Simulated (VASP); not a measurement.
# HgSe (F-43m) in VASP: notebook

Runs on HgSe. Level: HSE06. Tasks: single point.

Program: VASP 6.6.1. These are calculated values, not measurements. Logs are shortened: lines on timing, memory, paths and dates and some standing lists are left out, and cuts for length are marked.

### 1 The cell of the first run

Symmetry: F-43m, No. 216, cubic system. The conventional cell has a = 6.000 Å, b = 6.000 Å, c = 6.000 Å, α = 90.00°, β = 90.00°, γ = 90.00°. Hg (site symmetry -43m) has 4 Se at 2.60 Å within 3.4 Å. Within 3.4 Å of Se (site symmetry -43m) lie 4 Hg at 2.60 Å.

### 2 Single point, HSE06 (strain -3.0%)

File POSCAR:

```
HgSe
1.0
    0.0000000000      2.9998851442      2.9998851442
    2.9998851442      0.0000000000      2.9998851442
    2.9998851442      2.9998851442      0.0000000000
Hg Se
1 1
Direct
    0.0000000000      0.0000000000      0.0000000000
    0.2500000000      0.2500000000      0.2500000000
```

File INCAR.step1:

```
SYSTEM = HgSe
  ALGO = Normal
  EDIFF = 1E-5
  ENCUT = 400
  GGA = PE
  GGA_COMPAT = .FALSE.
  ISIF = 2
  ISMEAR = -1
  LASPH = .TRUE.
  LCHARG = .FALSE.
  LREAL = .FALSE.
  LWAVE = .TRUE.
  NBANDS = 16
  NELM = 120
  PREC = Accurate
  SIGMA = 0.02
```

File INCAR.step2:

```
SYSTEM = HgSe
  ALGO = Normal
  EDIFF = 1E-6
  ENCUT = 400
  GGA = PE
  GGA_COMPAT = .FALSE.
  HFSCREEN = 0.2079
  ISIF = 2
  ISMEAR = -1
  ISTART = 1
  LASPH = .TRUE.
  LCHARG = .FALSE.
  LHFCALC = .TRUE.
  LREAL = .FALSE.
  LWAVE = .FALSE.
  NBANDS = 16
  NELM = 120
  PREC = Accurate
  PRECFOCK = Normal
  SIGMA = 0.02
```

File KPOINTS:

```
k-points
0
G
  6 6 6
  0 0 0
```

Potentials or basis: VASP PAW PBE potentials, release 64 (Hg, Se).

The run is started by

```console
> cat potpaw_PBE.64/Hg/POTCAR potpaw_PBE.64/Se/POTCAR > POTCAR
> cp INCAR.step1 INCAR
> mpirun -np 1 vasp_std > vasp.out
> cp INCAR.step2 INCAR
> mpirun -np 1 vasp_std > vasp.out
```

OUTCAR:

```text
SYSTEM = HgSe
   EDIFF = 1E-6
   ENCUT = 400
   GGA = PE
   HFSCREEN = 0.2079
   ISIF = 2
   ISMEAR = -1
   ISTART = 1
   LASPH = .TRUE.
   LHFCALC = .TRUE.
   LREAL = .FALSE.
   NELM = 120
   PREC = Accurate
   PRECFOCK = Normal

 ion  position               nearest neighbor table
   1  0.000  0.000  0.000-   2 2.60   2 2.60   2 2.60   2 2.60
   2  0.250  0.250  0.250-   1 2.60   1 2.60   1 2.60   1 2.60

  LATTYP: Found a face centered cubic cell.
 ALAT       =     5.9997702884

  Lattice vectors:

 A1 = (   0.0000000000,   2.9998851442,   2.9998851442)
 A2 = (   2.9998851442,   0.0000000000,   2.9998851442)
 A3 = (   2.9998851442,   2.9998851442,   0.0000000000)

Analysis of symmetry for initial positions (statically):
=====================================================================
 Subroutine PRICEL returns:
 Original cell was already a primitive cell.

 Routine SETGRP: Setting up the symmetry group for a
 face centered cubic supercell.

 Subroutine GETGRP returns: Found 24 space group operations
 (whereof 24 operations were pure point group operations)
 out of a pool of 48 trial point group operations.

The static configuration has the point symmetry T_d .

Analysis of symmetry for dynamics (positions and initial velocities):
=====================================================================
 Subroutine PRICEL returns:
 Original cell was already a primitive cell.

 Routine SETGRP: Setting up the symmetry group for a
 face centered cubic supercell.

 Subroutine GETGRP returns: Found 24 space group operations
 (whereof 24 operations were pure point group operations)
 out of a pool of 48 trial point group operations.

The dynamic configuration has the point symmetry T_d .

 Subroutine INISYM returns: Found 24 space group operations
 (whereof 24 operations are pure point group operations),
 and found     1 'primitive' translations

----------------------------------------------------------------------------------------

                                     Primitive cell

  volume of cell :      53.9938

  direct lattice vectors                    reciprocal lattice vectors
     0.000000000  2.999885144  2.999885144    -0.166673048  0.166673048  0.166673048
     2.999885144  0.000000000  2.999885144     0.166673048 -0.166673048  0.166673048
     2.999885144  2.999885144  0.000000000     0.166673048  0.166673048 -0.166673048

  length of vectors
     4.242478256  4.242478256  4.242478256     0.288686187  0.288686187  0.288686187

  position of ions in fractional coordinates (direct lattice)
     0.000000000  0.000000000  0.000000000
     0.250000000  0.250000000  0.250000000

  ion indices of the primitive-cell ions
   primitive index   ion index
                 1           1
                 2           2

----------------------------------------------------------------------------------------

 KPOINTS: k-points

Automatic generation of k-mesh.
 Grid dimensions read from file:
 generate k-points for:    6    6    6

 Generating k-lattice:

  Cartesian coordinates                     Fractional coordinates (reciprocal lattice)
    -0.027778841  0.027778841  0.027778841     0.166666667  0.000000000  0.000000000
     0.027778841 -0.027778841  0.027778841     0.000000000  0.166666667  0.000000000
     0.027778841  0.027778841 -0.027778841     0.000000000  0.000000000  0.166666667

  Length of vectors
     0.048114365  0.048114365  0.048114365

  Shift w.r.t. Gamma in fractional coordinates (k-lattice)
     0.000000000  0.000000000  0.000000000

 Subroutine IBZKPT returns following result:
 ===========================================

 Found     16 irreducible k-points:

 Following reciprocal coordinates:
            Coordinates               Weight
  0.000000  0.000000  0.000000      1.000000
  0.166667  0.000000  0.000000      8.000000
  0.333333  0.000000  0.000000      8.000000
  0.500000  0.000000  0.000000      4.000000
  0.166667  0.166667  0.000000      6.000000
  0.333333  0.166667  0.000000     24.000000
[... 8 lines left out ...]
 -0.333333  0.333333  0.166667     24.000000
 -0.333333  0.500000  0.166667     12.000000
   k-points           NKPTS =     16   k-points in BZ     NKDIM =    216   number of bands    NBANDS=     16
   number of dos      NEDOS =    301   number of ions     NIONS =      2
   total plane-waves  NPLWV =  21952
   dimension x,y,z NGX =    28 NGY =   28 NGZ =   28
   dimension x,y,z NGXF=    56 NGYF=   56 NGZF=   56
   ions per type =               1   1
   NGX,Y,Z   is equivalent  to a cutoff of  10.97, 10.97, 10.97 a.u.
   NGXF,Y,Z  is equivalent  to a cutoff of  21.94, 21.94, 21.94 a.u.
 SYSTEM =  HgSe
   PREC   = accura    normal or accurate (medium, high low for compatibility)
   ISTART =      1    job   : 0-new  1-cont  2-samecut
   ICHARG =      0    charge: 1-file 2-atom 10-const
   ISPIN  =      1    spin polarized calculation?
   LNONCOLLINEAR =      F non collinear calculations
   LSORBIT =      F    spin-orbit coupling
   LASPH  =      T    aspherical Exc in radial PAW
   ENCUT  =  400.0 eV  29.40 Ry    5.42 a.u.   6.92  6.92  6.92*2*pi/ulx,y,z
   NELM   =    120;   NELMIN=  2; NELMDL=  0     # of ELM steps
   EDIFF  = 0.1E-05   stopping-criterion for ELM
   LREAL  =      F    real-space projection
   EDIFFG = 0.1E-04   stopping-criterion for IOM
   NSW    =      0    number of steps for IOM
   IBRION =     -1    ionic relax: 0-MD 1-quasi-New 2-CG
   NFREE  =      0    steps in history (QN), initial steepest desc. (CG)
   ISIF   =      2    stress and relaxation
   ISYM   =      3    0-nonsym 1-usesym 2-fastsym
   POTIM  = 0.5000    time-step for ionic-motion
   TEBEG  =    0.0;   TEEND  =   0.0 temperature during run
   PSTRESS=    0.0 pullay stress
   NELECT =      18.0000    total number of electrons
   NUPDOWN=      -1.0000    fix difference up-down
   EMIN   =  10.00;   EMAX   =-10.00  energy-range for DOS
   EFERMI =   0.00;   METHOD = LEGACY
   ISMEAR =    -1;   SIGMA  =   0.02  broadening in eV -4-tet -1-fermi 0-gaus
   EFERMI_NEDOS =   21; number of points for ismear=-14 and -15
   IALGO  =     38    algorithm
   IMIX   =      1    mixing-type and parameters
     AMIX     =   0.40;   BMIX     =  1.00
     AMIX_MAG =   1.60;   BMIX_MAG =  1.00
  volume/ion in A,a.u.               =      27.00       182.18
  Fermi-wavevector in a.u.,A,eV,Ry     =   1.135144  2.145112 17.531820  1.288552
  Thomas-Fermi vector in A             =   2.271849
   LORBIT       =      0    0 simple, 1 ext, 2 COOP (PROOUT), +10 PAW based schemes
   GGA     = PE    functional components
   LHFCALC =     T    Hartree Fock is set to
   PRECFOCK=normal    Normal, Fast or Accurate (Low or Medium for compatibility)
   ENCUT4O =  -1.0   cutoff for four orbital integrals eV
   NKREDX  =     1    reduce k-point grid by
   NKREDY  =     1    reduce k-point grid by
   NKREDZ  =     1    reduce k-point grid by
   AEXX    =    0.2500 exact exchange contribution
   HFSCREEN=    0.2079 screening length (either q_TF or 0.3 A-1)
   HFSCREENC=   0.2079 screening length for correlation (either q_TF or 0.3 A-1)
   ENCUTFOCK=  -1.0 apply spherical cutoff to Coloumb kernel
   IVDW    =     0    specifies the selected vdW correction
   LEPSILON=     F    determine dielectric tensor
   LRPA    =     F    only Hartree local field effects (RPA)
 non-spin polarized calculation
  energy-cutoff  :      400.00
  volume of cell :       53.99
 maximum number of plane-waves:      1002
  NGX = 24; NGY = 24; NGZ = 24

 number of electron      17.9999993 magnetization

 Free energy of the ion-electron system (eV)
  ---------------------------------------------------
  ext. energy  EPLUGINS =         0.00000000
  ---------------------------------------------------
  free energy    TOTEN  =        -5.19301950 eV

  energy without entropy =       -5.19266136  energy(sigma->0) =       -5.19284043

 E-fermi :   1.6280     XC(G=0):  -7.6760

 val. band max:        1.6140203298   @ k =   0.0000   0.0000   0.0000
 cond. band min:       3.1794514685   @ k =   0.1667   0.0000   0.0000
 fundamental gap:      1.5654311387
 Fermi energy:         1.6280100366

 k-point     1 :       0.0000    0.0000    0.0000
  band No.  band energies     occupation
      1     -13.3679      2.00000
      2      -6.8212      2.00000
      3      -6.8212      2.00000
      4      -6.8212      2.00000
      5      -5.9945      2.00000
      6      -5.9945      2.00000
[... 8 lines left out ...]
     15      14.1196      0.00000
     16      14.1196      0.00000

 k-point     2 :       0.1667    0.0000    0.0000
  band No.  band energies     occupation
      1     -13.2286      2.00000
      2      -6.7634      2.00000
      3      -6.7634      2.00000
      4      -6.7412      2.00000
      5      -5.9976      2.00000
      6      -5.9976      2.00000
[... 8 lines left out ...]
     15      12.9129      0.00000
     16      12.9129      0.00000

 k-point     3 :       0.3333    0.0000    0.0000
  band No.  band energies     occupation
      1     -12.9374      2.00000
      2      -6.6646      2.00000
      3      -6.6646      2.00000
      4      -6.3285      2.00000
      5      -5.9747      2.00000
      6      -5.9747      2.00000
[... 8 lines left out ...]
     15      13.2738      0.00000
     16      13.2738      0.00000

 k-point     4 :       0.5000    0.0000    0.0000
  band No.  band energies     occupation
      1     -12.7855      2.00000
      2      -6.6279      2.00000
      3      -6.6279      2.00000
      4      -5.9435      2.00000
      5      -5.9435      2.00000
      6      -5.5949      2.00000
[... 8 lines left out ...]
     15      14.7141      0.00000
     16      14.7141      0.00000
[... 172 lines left out ...]
 k-point    14 :       0.5000    0.3333    0.1667
  band No.  band energies     occupation
      1     -12.7415      2.00000
      2      -6.5603      2.00000
      3      -6.5080      2.00000
      4      -6.2520      2.00000
      5      -5.9477      2.00000
      6      -5.8141      2.00000
[... 8 lines left out ...]
     15      14.9724      0.00000
     16      15.6093      0.00000

 k-point    15 :      -0.3333    0.3333    0.1667
  band No.  band energies     occupation
      1     -12.6408      2.00000
      2      -6.5228      2.00000
      3      -6.4507      2.00000
      4      -6.0680      2.00000
      5      -6.0023      2.00000
      6      -5.4067      2.00000
[... 8 lines left out ...]
     15      14.5379      0.00000
     16      15.7302      0.00000

 k-point    16 :      -0.3333    0.5000    0.1667
  band No.  band energies     occupation
      1     -12.5909      2.00000
      2      -6.5075      2.00000
      3      -6.3565      2.00000
      4      -6.1713      2.00000
      5      -5.9535      2.00000
      6      -5.3172      2.00000
[... 8 lines left out ...]
     15      15.4220      0.00000
     16      15.5108      0.00000

------------------------ aborting loop because EDIFF is reached ----------------------------------------

  FORCE on cell =-STRESS in cart. coord.  units (eV):
  Direction    XX          YY          ZZ          XY          YZ          ZX
  --------------------------------------------------------------------------------------
  -------------------------------------------------------------------------------------
  Total        1.9484470      1.9484470      1.9484470     -0.0000000     -0.0000000      0.0000000
  in kB       57.8169653     57.8169653     57.8169653     -0.0000000     -0.0000000      0.0000000
  external PRESSURE =      57.8169653 kB  Pullay stress =       0.0000000 kB

 VOLUME and BASIS-vectors are now :
 -----------------------------------------------------------------------------
  energy-cutoff  :      400.00
  volume of cell :       53.99
      direct lattice vectors                 reciprocal lattice vectors
     0.000000000  2.999885144  2.999885144    -0.166673048  0.166673048  0.166673048
     2.999885144  0.000000000  2.999885144     0.166673048 -0.166673048  0.166673048
     2.999885144  2.999885144  0.000000000     0.166673048  0.166673048 -0.166673048

 POSITION                                       TOTAL-FORCE (eV/Angst)
 -----------------------------------------------------------------------------------
      0.00000      0.00000      0.00000         0.000000      0.000000      0.000000
      1.49994      1.49994      1.49994        -0.000000     -0.000000     -0.000000
 -----------------------------------------------------------------------------------
    total drift:                                0.000009      0.000013      0.000008

  FREE ENERGIE OF THE ION-ELECTRON SYSTEM (eV)
  ---------------------------------------------------
  free  energy   TOTEN  =        -5.1930194984 eV

  energy  without entropy=       -5.1926613592  energy(sigma->0) =       -5.19284043
```

It took 68 min on 1 thread of AMD EPYC 7R43 (Zen 3), shared host; peak memory 0.25 GiB.

What came out:

| Property | Result |
| --- | --- |
| Free energy | -5.1930 eV |
| Pressure | 5.8 GPa |
| Band gap on the k mesh | zero (filled and empty bands touch) |

Caveat: the cell differs from its parent crystal (strain -3.0%); the cell stands under pressure; the PAW data sets were made with another functional, which shifts forces and pressure a little; spin-orbit coupling is left out, which moves the levels of the heavy elements.

### 3 Single point, HSE06

This run uses another cell than the first one, of 29.58 Å³/atom.

File POSCAR:

```
HgSe
1.0
    0.0000000000      3.0926650972      3.0926650972
    3.0926650972      0.0000000000      3.0926650972
    3.0926650972      3.0926650972      0.0000000000
Hg Se
1 1
Direct
    0.0000000000      0.0000000000      0.0000000000
    0.2500000000      0.2500000000      0.2500000000
```

File INCAR.step1:

```
SYSTEM = HgSe
  PREC = Accurate
  ENCUT = 400
  EDIFF = 1E-5
  ISMEAR = -1
  SIGMA = 0.02
  LREAL = .False.
  LASPH = .True.
  NELM = 120
  ALGO = Normal
  ISIF = 2
  LWAVE = .True.
  GGA = PE
  NBANDS = 16
  GGA_COMPAT = .False.
```

File INCAR.step2:

```
SYSTEM = HgSe
  PREC = Accurate
  ENCUT = 400
  EDIFF = 1E-6
  ISMEAR = -1
  SIGMA = 0.02
  LREAL = .False.
  LASPH = .True.
  NELM = 120
  ALGO = Normal
  ISIF = 2
  LWAVE = .False.
  LCHARG = .True.
  GGA = PE
  LHFCALC = .True.
  HFSCREEN = 0.2079
  PRECFOCK = Normal
  LELF = .True.
  LVHAR = .True.
  ISTART = 1
  NBANDS = 16
  GGA_COMPAT = .False.
```

File KPOINTS:

```
Automatic mesh
0
Gamma
  6 6 6
  0 0 0
```

Potentials or basis: VASP PAW PBE potentials, release 64 (Hg, Se).

The run is started by

```console
> cat potpaw_PBE.64/Hg/POTCAR potpaw_PBE.64/Se/POTCAR > POTCAR
> cp INCAR.step1 INCAR
> mpirun -np 1 vasp_std > vasp.out
> cp INCAR.step2 INCAR
> mpirun -np 1 vasp_std > vasp.out
```

OUTCAR:

```text
SYSTEM = HgSe
   PREC = Accurate
   ENCUT = 400
   EDIFF = 1E-6
   ISMEAR = -1
   LREAL = .False.
   LASPH = .True.
   NELM = 120
   ISIF = 2
   GGA = PE
   LHFCALC = .True.
   HFSCREEN = 0.2079
   PRECFOCK = Normal
   ISTART = 1

 ion  position               nearest neighbor table
   1  0.000  0.000  0.000-   2 2.68   2 2.68   2 2.68   2 2.68
   2  0.250  0.250  0.250-   1 2.68   1 2.68   1 2.68   1 2.68

  LATTYP: Found a face centered cubic cell.
 ALAT       =     6.1853301944

  Lattice vectors:
[... 488 lines left out ...]

------------------------ aborting loop because EDIFF is reached ----------------------------------------

  FORCE on cell =-STRESS in cart. coord.  units (eV):
  Direction    XX          YY          ZZ          XY          YZ          ZX
  --------------------------------------------------------------------------------------
  -------------------------------------------------------------------------------------
  Total       -0.0057312     -0.0057312     -0.0057312      0.0000000      0.0000000     -0.0000000
  in kB       -0.1552137     -0.1552137     -0.1552137      0.0000000      0.0000000     -0.0000000
  external PRESSURE =      -0.1552137 kB  Pullay stress =       0.0000000 kB

 VOLUME and BASIS-vectors are now :
 -----------------------------------------------------------------------------
  energy-cutoff  :      400.00
  volume of cell :       59.16
      direct lattice vectors                 reciprocal lattice vectors
     0.000000000  3.092665097  3.092665097    -0.161672856  0.161672856  0.161672856
     3.092665097  0.000000000  3.092665097     0.161672856 -0.161672856  0.161672856
     3.092665097  3.092665097  0.000000000     0.161672856  0.161672856 -0.161672856

 POSITION                                       TOTAL-FORCE (eV/Angst)
 -----------------------------------------------------------------------------------
      0.00000      0.00000      0.00000        -0.000000      0.000000     -0.000000
      1.54633      1.54633      1.54633         0.000000     -0.000000      0.000000
 -----------------------------------------------------------------------------------
    total drift:                                0.000016      0.000019      0.000012

  FREE ENERGIE OF THE ION-ELECTRON SYSTEM (eV)
  ---------------------------------------------------
  free  energy   TOTEN  =        -5.2809441166 eV

  energy  without entropy=       -5.2805904502  energy(sigma->0) =       -5.28076728
```

Wall time 63 min (1 thread of AMD EPYC 7R43 (Zen 3), shared host); peak memory 0.26 GiB.

Results:

```yaml
Free_energy: -5.2809 eV
Pressure: 0.0 GPa
Band_gap_on_the_k_mesh: zero (filled and empty bands touch)
```

Caveat: the PAW data sets were made with another functional, which shifts forces and pressure a little; spin-orbit coupling is left out, which moves the levels of the heavy elements.
